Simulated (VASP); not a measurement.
# GaAs (F-43m) in VASP: a series of runs, part 2 of 2

VASP 6.6.1. The steps go on from the part before.

### 3 Single point, b88 exchange, pbe correlation

This run uses another cell than the first one, of 22.59 Å³/atom.

INCAR

```
PREC = Accurate
ENCUT = 500
EDIFF = 1E-6
ISMEAR = -1
SIGMA = 0.05
LREAL = False
LASPH = True
NELM = 120
ALGO = Normal
ISIF = 2
LWAVE = False
LCHARG = True
GGA = LIBXC
LIBXC1 = GGA_X_B88
LIBXC2 = GGA_C_PBE
LELF = True
LVHAR = True
NBANDS = 16
GGA_COMPAT = False
```

KPOINTS

```
regular mesh
0
Gamma
  8 8 8
```

POSCAR

```
GaAs
1.0
    0.0000000000      2.8268500000      2.8268500000
    2.8268500000      0.0000000000      2.8268500000
    2.8268500000      2.8268500000      0.0000000000
As Ga
1 1
Direct
    0.7500000000      0.7500000000      0.7500000000
    0.0000000000      0.0000000000      0.0000000000
```

Potentials or basis: VASP PAW PBE potentials, release 64 (As, Ga_d).

Started as:

```console
> cat potpaw_PBE.64/As/POTCAR potpaw_PBE.64/Ga_d/POTCAR > POTCAR
> mpirun -np 1 vasp_std > vasp.out
```

OUTCAR:

```text
PREC = Accurate
   ENCUT = 500
   EDIFF = 1E-6
   ISMEAR = -1
   LREAL = False
   LASPH = True
   NELM = 120
   ISIF = 2
   GGA = LIBXC

 ion  position               nearest neighbor table
   1  0.750  0.750  0.750-   2 2.45   2 2.45   2 2.45   2 2.45
   2  0.000  0.000  0.000-   1 2.45   1 2.45   1 2.45   1 2.45

  LATTYP: Found a face centered cubic cell.
 ALAT       =     5.6537000000

  Lattice vectors:

 A1 = (   0.0000000000,   2.8268500000,   2.8268500000)
 A2 = (   2.8268500000,   0.0000000000,   2.8268500000)
 A3 = (   2.8268500000,   2.8268500000,   0.0000000000)

Analysis of symmetry for initial positions (statically):
=====================================================================
 Subroutine PRICEL returns:
 Original cell was already a primitive cell.

 Routine SETGRP: Setting up the symmetry group for a
 face centered cubic supercell.

 Subroutine GETGRP returns: Found 24 space group operations
 (whereof 24 operations were pure point group operations)
 out of a pool of 48 trial point group operations.

The static configuration has the point symmetry T_d .

Analysis of symmetry for dynamics (positions and initial velocities):
=====================================================================
 Subroutine PRICEL returns:
 Original cell was already a primitive cell.

 Routine SETGRP: Setting up the symmetry group for a
 face centered cubic supercell.

 Subroutine GETGRP returns: Found 24 space group operations
 (whereof 24 operations were pure point group operations)
 out of a pool of 48 trial point group operations.

The dynamic configuration has the point symmetry T_d .

 Subroutine INISYM returns: Found 24 space group operations
 (whereof 24 operations are pure point group operations),
 and found     1 'primitive' translations

----------------------------------------------------------------------------------------
[... 110 lines left out ...]
   IALGO  =     38    algorithm
   IMIX   =      4    mixing-type and parameters
     AMIX     =   0.40;   BMIX     =  1.00
     AMIX_MAG =   1.60;   BMIX_MAG =  1.00
  volume/ion in A,a.u.               =      22.59       152.44
  Fermi-wavevector in a.u.,A,eV,Ry     =   1.204628  2.276417 19.743799  1.451128
  Thomas-Fermi vector in A             =   2.340347
   LORBIT       =      0    0 simple, 1 ext, 2 COOP (PROOUT), +10 PAW based schemes
   GGA     = LIBXC    functional components
   LHFCALC =     F    Hartree Fock is set to
   AEXX    =    0.0000 exact exchange contribution
   IVDW    =     0    specifies the selected vdW correction
   LEPSILON=     F    determine dielectric tensor
   LRPA    =     F    only Hartree local field effects (RPA)
 non-spin polarized calculation
  energy-cutoff  :      500.00
  volume of cell :       45.18
 maximum number of plane-waves:      1174
 NGX is ok and might be reduce to    30
   NGX = 15   NGY = 15   NGZ = 15

 number of electron      17.9999995 magnetization

 Free energy of the ion-electron system (eV)
  ---------------------------------------------------
  ext. energy  EPLUGINS =         0.00000000
  ---------------------------------------------------
  free energy    TOTEN  =        -8.04273839 eV

  energy without entropy =       -8.04270994  energy(sigma->0) =       -8.04272417

 E-fermi :   4.1622     XC(G=0):  -9.6134

 val. band max:        3.8824752869   @ k =   0.0000   0.0000   0.0000
 cond. band min:       4.3835080285   @ k =   0.0000   0.0000   0.0000
 fundamental gap:      0.5010327417
 Fermi energy:         4.1621908805

 k-point     1 :       0.0000    0.0000    0.0000
  band No.  band energies     occupation
      1     -10.9699      2.00000
      2     -10.9699      2.00000
      3     -10.9699      2.00000
      4     -10.8907      2.00000
      5     -10.8907      2.00000
      6      -8.8461      2.00000
[... 433 lines left out ...]
      3     -10.9378      2.00000
      4     -10.8950      2.00000
      5     -10.8872      2.00000
      6      -6.7449      2.00000
[... 8 lines left out ...]
     15      15.5033      0.00000
     16      16.0223      0.00000

 [... further k-points ...]

------------------------ aborting loop because EDIFF is reached ----------------------------------------

  FORCE on cell =-STRESS in cart. coord.  units (eV):
  Direction    XX          YY          ZZ          XY          YZ          ZX
  --------------------------------------------------------------------------------------
  -------------------------------------------------------------------------------------
  Total        0.9092215      0.9092215      0.9092215      0.0000000      0.0000000     -0.0000000
  in kB       32.2434847     32.2434847     32.2434847      0.0000000      0.0000000     -0.0000000
  external PRESSURE =      32.2434847 kB  Pullay stress =       0.0000000 kB

 VOLUME and BASIS-vectors are now :
 -----------------------------------------------------------------------------
  energy-cutoff  :      500.00
  volume of cell :       45.18
      direct lattice vectors                 reciprocal lattice vectors
     0.000000000  2.826850000  2.826850000    -0.176875321  0.176875321  0.176875321
     2.826850000  0.000000000  2.826850000     0.176875321 -0.176875321  0.176875321
     2.826850000  2.826850000  0.000000000     0.176875321  0.176875321 -0.176875321

 POSITION                                       TOTAL-FORCE (eV/Angst)
 -----------------------------------------------------------------------------------
      4.24027      4.24027      4.24027         0.000000      0.000000     -0.000000
      0.00000      0.00000      0.00000        -0.000000     -0.000000      0.000000
 -----------------------------------------------------------------------------------
    total drift:                                0.000000      0.000000     -0.000000

  FREE ENERGIE OF THE ION-ELECTRON SYSTEM (eV)
  ---------------------------------------------------
  free  energy   TOTEN  =        -8.0427383950 eV

  energy  without entropy=       -8.0427099437  energy(sigma->0) =       -8.04272417
```

Wall time 11 s (1 thread of Intel Xeon 6975P-C (Granite Rapids), shared host); peak memory 0.17 GiB.

Results:

```
Free energy            : -8.0427 eV
Pressure               : 3.2 GPa
Band gap on the k mesh : 0.50 eV
```

Caveat: the cell stands under pressure; the PAW data sets were made with another functional, which shifts forces and pressure a little.

### 4 Single point, PBE

This run uses another cell than the first one, of 22.59 Å³/atom.

INCAR

```
SYSTEM = GaAs
ALGO = Normal
EDIFF = 1E-6
ENCUT = 520
GGA = PE
ISIF = 2
ISMEAR = 1
LASPH = .TRUE.
LCHARG = .FALSE.
LREAL = .FALSE.
LWAVE = .FALSE.
NBANDS = 16
NELM = 60
PREC = Accurate
SIGMA = 0.1
```

KPOINTS

```
k-points
0
G
  7 7 7
  0 0 0
```

POSCAR is that of step 3.

Started as:

```console
> cat potpaw_PBE.64/As/POTCAR potpaw_PBE.64/Ga_d/POTCAR > POTCAR
> mpirun -np 1 vasp_std > vasp.out
```

It took 6.8 s on 1 thread of Intel Xeon 6975P-C (Granite Rapids), shared host; peak memory 0.17 GiB.

Results (log left out):

```yaml
Free_energy: -8.2412 eV
Pressure: 3.4 GPa
Band_gap_on_the_k_mesh: 0.52 eV
```

Levels at points of the mesh, in eV from the valence-band top:
```csv
k point,band 6,band 7,band 8,band 9,band 10,band 11,band 12,band 13
"(0.00, 0.00, 0.00)",-12.73,0.00,0.00,0.00,0.52,3.73,3.73,3.73
```

Caveat: the cell stands under pressure.

### 5 Single point, PBE

This run uses another cell than the first one, of 22.59 Å³/atom.

INCAR

```
  PREC = Accurate
  ENCUT = 520
  EDIFF = 1E-6
  ISMEAR = 1
  SIGMA = 0.1
  LREAL = False
  LASPH = True
  NELM = 100
  ALGO = Normal
  ISIF = 2
  LWAVE = False
  LCHARG = False
  GGA = PE
  NBANDS = 16
```

KPOINTS

```
regular mesh
0
Gamma
  7 7 7
```

POSCAR is that of step 4.

Potentials or basis: VASP PAW PBE potentials, release 64 (As, Ga_d).

Started as:

```console
> cat potpaw_PBE.64/As/POTCAR potpaw_PBE.64/Ga_d/POTCAR > POTCAR
> mpirun -np 1 vasp_std > vasp.out
```

OUTCAR:

```text
PREC = Accurate
   ENCUT = 520
   EDIFF = 1E-6
   ISMEAR = 1
   LREAL = False
   LASPH = True
   NELM = 100
   ISIF = 2
   GGA = PE

 ion  position               nearest neighbor table
   1  0.750  0.750  0.750-   2 2.45   2 2.45   2 2.45   2 2.45
   2  0.000  0.000  0.000-   1 2.45   1 2.45   1 2.45   1 2.45

  LATTYP: Found a face centered cubic cell.
 ALAT       =     5.6537000000

  Lattice vectors:

 A1 = (   0.0000000000,   2.8268500000,   2.8268500000)
 A2 = (   2.8268500000,   0.0000000000,   2.8268500000)
 A3 = (   2.8268500000,   2.8268500000,   0.0000000000)

Analysis of symmetry for initial positions (statically):
=====================================================================
 Subroutine PRICEL returns:
 Original cell was already a primitive cell.

 Routine SETGRP: Setting up the symmetry group for a
 face centered cubic supercell.

 Subroutine GETGRP returns: Found 24 space group operations
 (whereof 24 operations were pure point group operations)
 out of a pool of 48 trial point group operations.

The static configuration has the point symmetry T_d .

Analysis of symmetry for dynamics (positions and initial velocities):
=====================================================================
 Subroutine PRICEL returns:
 Original cell was already a primitive cell.

 Routine SETGRP: Setting up the symmetry group for a
 face centered cubic supercell.

 Subroutine GETGRP returns: Found 24 space group operations
 (whereof 24 operations were pure point group operations)
 out of a pool of 48 trial point group operations.

The dynamic configuration has the point symmetry T_d .

 Subroutine INISYM returns: Found 24 space group operations
 (whereof 24 operations are pure point group operations),
 and found     1 'primitive' translations

[... 106 lines left out ...]
   IALGO  =     38    algorithm
   IMIX   =      4    mixing-type and parameters
     AMIX     =   0.40;   BMIX     =  1.00
     AMIX_MAG =   1.60;   BMIX_MAG =  1.00
  volume/ion in A,a.u.               =      22.59       152.44
  Fermi-wavevector in a.u.,A,eV,Ry     =   1.204628  2.276417 19.743799  1.451128
  Thomas-Fermi vector in A             =   2.340347
   LORBIT       =      0    0 simple, 1 ext, 2 COOP (PROOUT), +10 PAW based schemes
   GGA     = PE    functional components
   LHFCALC =     F    Hartree Fock is set to
   AEXX    =    0.0000 exact exchange contribution
   IVDW    =     0    specifies the selected vdW correction
   LEPSILON=     F    determine dielectric tensor
   LRPA    =     F    only Hartree local field effects (RPA)
 non-spin polarized calculation
 Methfessel and Paxton  Order N= 1 SIGMA  =   0.10
  energy-cutoff  :      520.00
  volume of cell :       45.18
 maximum number of plane-waves:      1243
 NGX is ok and might be reduce to    30
   NGX = 15   NGY = 15   NGZ = 15

 number of electron      17.9999995 magnetization

 Free energy of the ion-electron system (eV)
  ---------------------------------------------------
  ext. energy  EPLUGINS =         0.00000000
  ---------------------------------------------------
  free energy    TOTEN  =        -8.24123062 eV

  energy without entropy =       -8.24128135  energy(sigma->0) =       -8.24124753

 E-fermi :   4.0195     XC(G=0):  -9.5862

 val. band max:        3.9352711510   @ k =   0.0000   0.0000   0.0000
 cond. band min:       4.4545695371   @ k =   0.0000   0.0000   0.0000
 fundamental gap:      0.5192983861
 Fermi energy:         4.0194576180

 k-point     1 :       0.0000    0.0000    0.0000
  band No.  band energies     occupation
      1     -10.8770      2.00000
      2     -10.8770      2.00000
      3     -10.8770      2.00000
      4     -10.7980      2.00000
      5     -10.7980      2.00000
      6      -8.7905      2.00000
[... 357 lines left out ...]
      3     -10.8344      2.00000
      4     -10.8086      2.00000
      5     -10.7937      2.00000
      6      -6.3079      2.00000
[... 8 lines left out ...]
     15      15.3487      0.00000
     16      17.6519      0.00000

------------------------ aborting loop because EDIFF is reached ----------------------------------------

  FORCE on cell =-STRESS in cart. coord.  units (eV):
  Direction    XX          YY          ZZ          XY          YZ          ZX
  --------------------------------------------------------------------------------------
  -------------------------------------------------------------------------------------
  Total        0.9684975      0.9684975      0.9684975      0.0000000     -0.0000000     -0.0000000
  in kB       34.3455748     34.3455748     34.3455748      0.0000000     -0.0000000     -0.0000000
  external PRESSURE =      34.3455748 kB  Pullay stress =       0.0000000 kB

 VOLUME and BASIS-vectors are now :
 -----------------------------------------------------------------------------
  energy-cutoff  :      520.00
  volume of cell :       45.18
      direct lattice vectors                 reciprocal lattice vectors
     0.000000000  2.826850000  2.826850000    -0.176875321  0.176875321  0.176875321
     2.826850000  0.000000000  2.826850000     0.176875321 -0.176875321  0.176875321
     2.826850000  2.826850000  0.000000000     0.176875321  0.176875321 -0.176875321

 POSITION                                       TOTAL-FORCE (eV/Angst)
 -----------------------------------------------------------------------------------
      4.24027      4.24027      4.24027         0.000000      0.000000      0.000000
      0.00000      0.00000      0.00000        -0.000000     -0.000000     -0.000000
 -----------------------------------------------------------------------------------
    total drift:                               -0.000002     -0.000002     -0.000002

  FREE ENERGIE OF THE ION-ELECTRON SYSTEM (eV)
  ---------------------------------------------------
  free  energy   TOTEN  =        -8.2412306241 eV

  energy  without entropy=       -8.2412813493  energy(sigma->0) =       -8.24124753
```

OSZICAR:

```text
N       E                     dE             d eps       ncg     rms          rms(c)
DAV:   1     0.837351659421E+02    0.83735E+02   -0.89227E+03   656   0.158E+03
DAV:   2    -0.203605090391E+01   -0.85771E+02   -0.81791E+02   736   0.305E+02
DAV:   3    -0.830650540570E+01   -0.62705E+01   -0.62462E+01   784   0.648E+01
DAV:   4    -0.840165138149E+01   -0.95146E-01   -0.95133E-01   792   0.880E+00
DAV:   5    -0.840295751786E+01   -0.13061E-02   -0.13061E-02   808   0.953E-01    0.291E+00
DAV:   6    -0.825989132668E+01    0.14307E+00   -0.21286E-01   976   0.795E+00    0.176E+00
DAV:   7    -0.823982799836E+01    0.20063E-01   -0.64630E-02   784   0.183E+00    0.562E-01
DAV:   8    -0.824070390847E+01   -0.87591E-03   -0.10469E-02   768   0.115E+00    0.110E-01
DAV:   9    -0.824111149327E+01   -0.40758E-03   -0.95386E-04   776   0.358E-01    0.505E-02
DAV:  10    -0.824117924381E+01   -0.67751E-04   -0.73004E-05   824   0.897E-02    0.274E-02
DAV:  11    -0.824123035001E+01   -0.51106E-04   -0.71407E-05   728   0.642E-02    0.303E-03
DAV:  12    -0.824123062413E+01   -0.27412E-06   -0.11287E-06   656   0.157E-02
   1 F= -.82412306E+01 E0= -.82412475E+01  d E =0.507252E-04
```

It took 7.1 s on 1 thread of Intel Xeon 6975P-C (Granite Rapids), shared host; peak memory 0.16 GiB.

What came out:

```
Free energy            : -8.2412 eV
Pressure               : 3.4 GPa
Band gap on the k mesh : 0.52 eV
```

Levels at points of the mesh, in eV from the valence-band top:
```csv
k point,band 5,band 6,band 7,band 8,band 9,band 10,band 11,band 12,band 13,band 14
"(0.00, 0.00, 0.00)",-14.73,-12.73,0.00,0.00,0.00,0.52,3.73,3.73,3.73,7.59
```

Caveat: the cell stands under pressure. As with any semilocal functional, this PBE gap is likely too small.

### 6 Single point, PBE, non-collinear spin, zero start, spin-orbit coupling

This run uses another cell than the first one, of 22.59 Å³/atom.

INCAR

```
SYSTEM = GaAs
PREC = Accurate
ENCUT = 520
EDIFF = 1E-6
ISMEAR = 0
SIGMA = 0.05
LREAL = .FALSE.
LASPH = .TRUE.
NELM = 150
ALGO = Normal
ISIF = 2
LWAVE = .FALSE.
LCHARG = .FALSE.
LNONCOLLINEAR = .TRUE.
MAGMOM = 0 0 0 0 0 0
LORBIT = 11
LSORBIT = .TRUE.
GGA_COMPAT = .FALSE.
LORBMOM = .TRUE.
GGA = PE
NBANDS = 30
```

KPOINTS

```
Automatic mesh
0
G
  7 7 7
  0 0 0
```

POSCAR is that of step 5.

Potentials or basis: VASP PAW PBE potentials, release 64 (As, Ga_d).

Started as:

```console
> cat potpaw_PBE.64/As/POTCAR potpaw_PBE.64/Ga_d/POTCAR > POTCAR
> mpirun -np 1 vasp_ncl > vasp.out
```

It took 41 s on 1 thread of Intel Xeon 6975P-C (Granite Rapids), shared host; peak memory 0.3 GiB.

It converged, with:

* Free energy: -8.2591 eV
* Pressure: 3.4 GPa
* Net moment: 0.00 μB per cell
* Valence electrons inside the program's atomic spheres: As 2.84; Ga 11.68

Moments on the atoms (μB; x, y, z):
```
As  0.00 0.00 0.00
Ga  0.00 0.00 0.00
```

Caveat: the cell stands under pressure.

### 7 Overview

```csv
level,spin,cell,k mesh,cutoff (eV),smearing,grid for exact exchange (PRECFOCK),share of exact exchange,gap on the mesh (eV),pressure (GPa)
r2SCAN50,off,"a = 4.050 Å, angles 60.0°, 2 atoms",4 × 4 × 4,520,fermi-dirac 0.05 eV,Normal,0.5,3.55,-4.9
"b88 exchange, pbe correlation",off,"a = 3.998 Å, angles 60.0°, 2 atoms",8 × 8 × 8,500,fermi-dirac 0.05 eV,-,-,0.50,3.2
PBE,off,"a = 3.998 Å, angles 60.0°, 2 atoms",7 × 7 × 7,520,methfessel-paxton 0.1 eV,-,-,0.52,3.4
PBE,"non-collinear, zero start, SOC","a = 3.998 Å, angles 60.0°, 2 atoms",7 × 7 × 7,520,gaussian 0.05 eV,-,-,-,3.4
```

Alike in all rows: task single point; potentials or basis VASP PAW PBE potentials, release 64 (As, Ga_d).

Caveats: some runs use coarse meshes; the cell stands under pressure (at least some runs); the PAW data sets were made with another functional, which shifts forces and pressure a little (at least some runs).

Absolute energies hang on the potentials; compare differences alone.
